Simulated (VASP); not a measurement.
# Si (Fd-3m) in VASP: further runs

Runs on Si. Level: LDA. Tasks: single point, relaxation of cell and atoms.

Everything below comes from runs of VASP 6.6.1. Logs are shortened: lines on timing, memory, paths and dates and some standing lists are left out, and cuts for length are marked.

## Step 1: The cell of the first run

It takes space group Fd-3m (No. 227, cubic). The conventional cell has a = 5.403 Å, b = 5.403 Å, c = 5.403 Å, α = 90.00°, β = 90.00°, γ = 90.00°. Within 3.1 Å of Si (site symmetry -43m) lie 4 Si at 2.34 Å.

## Step 2: Single point, LDA

INCAR reads:

```
SYSTEM = Si
ALGO = Normal ; EDIFF = 1E-6
ENCUT = 500 ; GGA_COMPAT = .FALSE.
ISIF = 2 ; ISMEAR = -1
LASPH = .TRUE. ; LCHARG = .FALSE.
LREAL = .FALSE. ; LWAVE = .FALSE.
NBANDS = 11 ; NELM = 120
PREC = Accurate ; SIGMA = 0.05
```

KPOINTS reads:

```
k-points
0
G
  9 9 9
  0 0 0
```

POSCAR reads:

```
Si
1.0
    0.0000000000      2.7014925058      2.7014925058
    2.7014925058      0.0000000000      2.7014925058
    2.7014925058      2.7014925058      0.0000000000
Si
2
Direct
    0.5000000000      0.5000000000      0.5000000000
    0.7500000000      0.7500000000      0.7500000000
```

Potentials or basis: VASP PAW LDA potentials, release 64 (Si).

Launch:

```sh
$ cat potpaw_LDA.64/Si/POTCAR > POTCAR
$ mpirun -np 1 vasp_std > vasp.out
```

OUTCAR:

```text
SYSTEM = Si
   EDIFF = 1E-6
   ENCUT = 500
   ISIF = 2
   ISMEAR = -1
   LASPH = .TRUE.
   LREAL = .FALSE.
   NELM = 120
   PREC = Accurate

 ion  position               nearest neighbor table
   1  0.500  0.500  0.500-   2 2.34   2 2.34   2 2.34   2 2.34
   2  0.750  0.750  0.750-   1 2.34   1 2.34   1 2.34   1 2.34

  LATTYP: Found a face centered cubic cell.
 ALAT       =     5.4029850116

  Lattice vectors:

 A1 = (   0.0000000000,   2.7014925058,   2.7014925058)
 A2 = (   2.7014925058,   0.0000000000,   2.7014925058)
 A3 = (   2.7014925058,   2.7014925058,   0.0000000000)

Analysis of symmetry for initial positions (statically):
=====================================================================
 Subroutine PRICEL returns:
 Original cell was already a primitive cell.

 Routine SETGRP: Setting up the symmetry group for a
 face centered cubic supercell.

 Subroutine GETGRP returns: Found 48 space group operations
 (whereof 24 operations were pure point group operations)
 out of a pool of 48 trial point group operations.

The static configuration has the point symmetry T_d .
 The point group associated with its full space group is O_h .

Analysis of symmetry for dynamics (positions and initial velocities):
=====================================================================
 Subroutine PRICEL returns:
 Original cell was already a primitive cell.

 Routine SETGRP: Setting up the symmetry group for a
 face centered cubic supercell.

 Subroutine GETGRP returns: Found 48 space group operations
 (whereof 24 operations were pure point group operations)
 out of a pool of 48 trial point group operations.

The dynamic configuration has the point symmetry T_d .
 The point group associated with its full space group is O_h .

 Subroutine INISYM returns: Found 48 space group operations
 (whereof 24 operations are pure point group operations),
 and found     1 'primitive' translations

----------------------------------------------------------------------------------------

                                     Primitive cell

  volume of cell :      39.4313

  direct lattice vectors                    reciprocal lattice vectors
     0.000000000  2.701492506  2.701492506    -0.185082875  0.185082875  0.185082875
     2.701492506  0.000000000  2.701492506     0.185082875 -0.185082875  0.185082875
     2.701492506  2.701492506  0.000000000     0.185082875  0.185082875 -0.185082875

  length of vectors
     3.820487340  3.820487340  3.820487340     0.320572943  0.320572943  0.320572943

  position of ions in fractional coordinates (direct lattice)
     0.500000000  0.500000000  0.500000000
     0.750000000  0.750000000  0.750000000

  ion indices of the primitive-cell ions
   primitive index   ion index
                 1           1
                 2           2

----------------------------------------------------------------------------------------

 KPOINTS: k-points

Automatic generation of k-mesh.
 Grid dimensions read from file:
 generate k-points for:    9    9    9

 Generating k-lattice:

  Cartesian coordinates                     Fractional coordinates (reciprocal lattice)
    -0.020564764  0.020564764  0.020564764     0.111111111  0.000000000  0.000000000
     0.020564764 -0.020564764  0.020564764     0.000000000  0.111111111  0.000000000
     0.020564764  0.020564764 -0.020564764     0.000000000  0.000000000  0.111111111

  Length of vectors
     0.035619216  0.035619216  0.035619216

  Shift w.r.t. Gamma in fractional coordinates (k-lattice)
     0.000000000  0.000000000  0.000000000

 Subroutine IBZKPT returns following result:
 ===========================================

 Found     35 irreducible k-points:

 Following reciprocal coordinates:
            Coordinates               Weight
  0.000000  0.000000  0.000000      1.000000
  0.111111  0.000000  0.000000      8.000000
  0.222222  0.000000  0.000000      8.000000
  0.333333  0.000000  0.000000      8.000000
  0.444444  0.000000  0.000000      8.000000
  0.111111  0.111111  0.000000      6.000000
[... 16 lines left out ...]
 -0.333333  0.333333  0.000000     12.000000
  0.444444  0.444444  0.000000      6.000000
 [... further k-points ...]
   k-points           NKPTS =     35   k-points in BZ     NKDIM =     35   number of bands    NBANDS=     11
   number of dos      NEDOS =    301   number of ions     NIONS =      2
   total plane-waves  NPLWV =  21952
   dimension x,y,z NGX =    28 NGY =   28 NGZ =   28
   dimension x,y,z NGXF=    56 NGYF=   56 NGZF=   56
   ions per type =               2
   NGX,Y,Z   is equivalent  to a cutoff of  12.18, 12.18, 12.18 a.u.
   NGXF,Y,Z  is equivalent  to a cutoff of  24.37, 24.37, 24.37 a.u.
 SYSTEM =  Si
   PREC   = accura    normal or accurate (medium, high low for compatibility)
   ISTART =      0    job   : 0-new  1-cont  2-samecut
   ICHARG =      2    charge: 1-file 2-atom 10-const
   ISPIN  =      1    spin polarized calculation?
   LNONCOLLINEAR =      F non collinear calculations
   LSORBIT =      F    spin-orbit coupling
   LASPH  =      T    aspherical Exc in radial PAW
   ENCUT  =  500.0 eV  36.75 Ry    6.06 a.u.   6.97  6.97  6.97*2*pi/ulx,y,z
   NELM   =    120;   NELMIN=  2; NELMDL= -5     # of ELM steps
   EDIFF  = 0.1E-05   stopping-criterion for ELM
   LREAL  =      F    real-space projection
   EDIFFG = 0.1E-04   stopping-criterion for IOM
   NSW    =      0    number of steps for IOM
   IBRION =     -1    ionic relax: 0-MD 1-quasi-New 2-CG
   NFREE  =      0    steps in history (QN), initial steepest desc. (CG)
   ISIF   =      2    stress and relaxation
   ISYM   =      2    0-nonsym 1-usesym 2-fastsym
   POTIM  = 0.5000    time-step for ionic-motion
   TEBEG  =    0.0;   TEEND  =   0.0 temperature during run
   PSTRESS=    0.0 pullay stress
   NELECT =       8.0000    total number of electrons
   NUPDOWN=      -1.0000    fix difference up-down
   EMIN   =  10.00;   EMAX   =-10.00  energy-range for DOS
   EFERMI =   0.00;   METHOD = LEGACY
   ISMEAR =    -1;   SIGMA  =   0.05  broadening in eV -4-tet -1-fermi 0-gaus
   EFERMI_NEDOS =   21; number of points for ismear=-14 and -15
   IALGO  =     38    algorithm
   IMIX   =      4    mixing-type and parameters
     AMIX     =   0.40;   BMIX     =  1.00
     AMIX_MAG =   1.60;   BMIX_MAG =  1.00
  volume/ion in A,a.u.               =      19.72       133.05
  Fermi-wavevector in a.u.,A,eV,Ry     =   0.961962  1.817844 12.590424  0.925370
  Thomas-Fermi vector in A             =   2.091379
   LORBIT       =      0    0 simple, 1 ext, 2 COOP (PROOUT), +10 PAW based schemes
   GGA     = CA    functional components
   LHFCALC =     F    Hartree Fock is set to
   AEXX    =    0.0000 exact exchange contribution
   IVDW    =     0    specifies the selected vdW correction
   LEPSILON=     F    determine dielectric tensor
   LRPA    =     F    only Hartree local field effects (RPA)
 non-spin polarized calculation
  energy-cutoff  :      500.00
  volume of cell :       39.43
 maximum number of plane-waves:      1018
   NGX = 13   NGY = 13   NGZ = 13

 number of electron       8.0000001 magnetization

 Free energy of the ion-electron system (eV)
  ---------------------------------------------------
  ext. energy  EPLUGINS =         0.00000000
  ---------------------------------------------------
  free energy    TOTEN  =       -11.91801802 eV

  energy without entropy =      -11.91793886  energy(sigma->0) =      -11.91797844

 E-fermi :   6.1367     XC(G=0):  -9.6633

 val. band max:        5.9279820021   @ k =   0.0000   0.0000   0.0000
 cond. band min:       6.3794754170   @ k =   0.4444   0.4444   0.0000
 fundamental gap:      0.4514934149
 Fermi energy:         6.1367371443

 k-point     1 :       0.0000    0.0000    0.0000
  band No.  band energies     occupation
      1      -6.1348      2.00000
      2       5.9280      1.96972
      3       5.9280      1.96972
      4       5.9280      1.96972
      5       8.4584      0.00000
      6       8.4584      0.00000
      7       8.4584      0.00000
      8       9.3136      0.00000
      9      13.6634      0.00000
     10      13.6634      0.00000
     11      13.6705      0.00000

 k-point     2 :       0.1111    0.0000    0.0000
  band No.  band energies     occupation
      1      -5.9711      2.00000
      2       4.5682      2.00000
      3       5.6860      1.99976
      4       5.6860      1.99976
      5       8.4384      0.00000
      6       8.8134      0.00000
      7       8.8134      0.00000
      8      10.4102      0.00000
      9      13.2242      0.00000
     10      13.2242      0.00000
     11      14.3403      0.00000

 k-point     3 :       0.2222    0.0000    0.0000
  band No.  band energies     occupation
      1      -5.4898      2.00000
      2       2.4684      2.00000
      3       5.2573      2.00000
      4       5.2573      2.00000
      5       8.0164      0.00000
      6       9.3416      0.00000
      7       9.3416      0.00000
      8      12.3559      0.00000
      9      12.9838      0.00000
     10      12.9838      0.00000
     11      14.8547      0.00000

 k-point     4 :       0.3333    0.0000    0.0000
  band No.  band energies     occupation
      1      -4.7368      2.00000
      2       0.5321      2.00000
      3       4.9177      2.00000
      4       4.9177      2.00000
      5       7.6399      0.00000
      6       9.3922      0.00000
      7       9.3922      0.00000
      8      13.6644      0.00000
      9      13.8960      0.00000
     10      13.8960      0.00000
     11      14.9575      0.00000
[... 239 lines left out ...]
 k-point    22 :      -0.4444    0.3333    0.0000
  band No.  band energies     occupation
      1      -2.6428      2.00000
      2      -1.0714      2.00000
      3       1.7846      2.00000
      4       3.4252      2.00000
      5       6.9712      0.00000
      6       9.4936      0.00000
      7      13.1443      0.00000
      8      13.2774      0.00000
      9      15.3985      0.00000
     10      15.4169      0.00000
     11      19.4745      0.00000

 k-point    23 :      -0.3333    0.3333    0.0000
  band No.  band energies     occupation
      1      -2.8158      2.00000
      2      -0.8827      2.00000
      3       1.4105      2.00000
      4       3.7869      2.00000
      5       7.3836      0.00000
      6      11.6525      0.00000
      7      12.3958      0.00000
      8      12.9889      0.00000
      9      13.3396      0.00000
     10      13.5641      0.00000
     11      20.2328      0.00000

 k-point    24 :       0.4444    0.4444    0.0000
  band No.  band energies     occupation
      1      -2.7717      2.00000
      2      -1.0345      2.00000
      3       3.0840      2.00000
      4       3.0840      2.00000
      5       6.3795      0.01546
      6       6.7746      0.00001
      7      15.2721      0.00000
      8      15.2721      0.00000
      9      17.4970      0.00000
     10      17.6791      0.00000
     11      17.6791      0.00000

 [... further k-points ...]
[... 5 lines left out ...]
  --------------------------------------------------------------------------------------
  -------------------------------------------------------------------------------------
  Total       -0.0019621     -0.0019621     -0.0019621     -0.0000000      0.0000000     -0.0000000
  in kB       -0.0797226     -0.0797226     -0.0797226     -0.0000000      0.0000000     -0.0000000
  external PRESSURE =      -0.0797226 kB  Pullay stress =       0.0000000 kB

 VOLUME and BASIS-vectors are now :
 -----------------------------------------------------------------------------
  energy-cutoff  :      500.00
  volume of cell :       39.43
      direct lattice vectors                 reciprocal lattice vectors
     0.000000000  2.701492506  2.701492506    -0.185082875  0.185082875  0.185082875
     2.701492506  0.000000000  2.701492506     0.185082875 -0.185082875  0.185082875
     2.701492506  2.701492506  0.000000000     0.185082875  0.185082875 -0.185082875

 POSITION                                       TOTAL-FORCE (eV/Angst)
 -----------------------------------------------------------------------------------
      2.70149      2.70149      2.70149         0.000000     -0.000000      0.000000
      4.05224      4.05224      4.05224        -0.000000      0.000000     -0.000000
 -----------------------------------------------------------------------------------
    total drift:                                0.000000      0.000000     -0.000000

  FREE ENERGIE OF THE ION-ELECTRON SYSTEM (eV)
  ---------------------------------------------------
  free  energy   TOTEN  =       -11.9180180235 eV

  energy  without entropy=      -11.9179388569  energy(sigma->0) =      -11.91797844
```

Run time: 10 s. Hardware: 1 thread of AMD EPYC 7R43 (Zen 3), shared host; peak memory 0.1 GiB.

Results:

```yaml
Free_energy: -11.9180 eV
Pressure: 0.0 GPa
Band_gap_on_the_k_mesh: 0.45 eV, indirect (least direct gap 2.53 eV)
```

A k mesh can miss the band edges.

## Step 3: Relaxation of cell and atoms, LDA

This run uses another cell than the first one, of 20.02 Å³/atom, 1.015 times its volume.

INCAR reads:

```
SYSTEM = Si
  PREC = Accurate
  ENCUT = 500
  EDIFF = 1E-7
  ISMEAR = -1
  SIGMA = 0.05
  LREAL = .False.
  LASPH = .True.
  NELM = 120
  ALGO = Normal
  ISIF = 3
  LWAVE = .False.
  LCHARG = .False.
  IBRION = 2
  NSW = 80
  EDIFFG = -0.01
  GGA_COMPAT = .False.
  NELMIN = 4
```

KPOINTS reads:

```
Automatic mesh
0
Gamma
  6 6 6
  0 0 0
```

POSCAR reads:

```
Si
1.0
    0.0000000000      2.7153500000      2.7153500000
    2.7153500000      0.0000000000      2.7153500000
    2.7153500000      2.7153500000      0.0000000000
Si
2
Direct
    0.5000000000      0.5000000000      0.5000000000
    0.7500000000      0.7500000000      0.7500000000
```

Potentials or basis: VASP PAW LDA potentials, release 64 (Si).

Launch:

```sh
$ cat potpaw_LDA.64/Si/POTCAR > POTCAR
$ mpirun -np 1 vasp_std > vasp.out
```

Run time: 9.1 s. Hardware: 1 thread of AMD EPYC 7R43 (Zen 3), shared host; peak memory 0.09 GiB.

It converged, with:

```yaml
Free_energy: -11.8938 eV
Relaxed_volume: 19.73 Å³/atom
Relaxed_cell: a = 3.821 Å, b = 3.821 Å, c = 3.821 Å, α = 60.00°, β = 60.00°, γ = 60.00°
Space_group_after_relaxing_to_0.05_Å: Fd-3m (No. 227)
Energy_gained_by_relaxing: 1.3 meV/atom
Ionic_steps: 3
Pressure_after_relaxing: 0.0 GPa
Band_gap_on_the_k_mesh: 0.57 eV, indirect (least direct gap 2.53 eV)
```

Step by step:
```
step  energy change (eV)  largest force (eV/Å)  pressure (GPa)  volume (Å³)
   1              0.0000                0.0000           -1.38        40.04
   2             -0.0012                0.0000            1.03        39.05
   3             -0.0025                0.0000            0.00        39.46
```

Final structure:
```
Si
1.0
     0.00000    2.70211    2.70211
     2.70211    0.00000    2.70211
     2.70211    2.70211    0.00000
Si
2
Direct
  0.50000 0.50000 0.50000
  0.75000 0.75000 0.75000
```

Levels at points of the mesh, in eV from the valence-band top:
```
           k point  band 1  band 2  band 3  band 4  band 5  band 6  band 7  band 8
(0.00, 0.00, 0.00)  -12.06    0.00    0.00    0.00    2.53    2.53    2.53    3.38
(0.50, 0.00, 0.00)   -9.68   -7.06   -1.21   -1.21    1.48    3.28    3.28    7.53
(0.50, 0.50, 0.00)   -7.86   -7.86   -2.89   -2.89    0.57    0.57   10.10   10.10
```
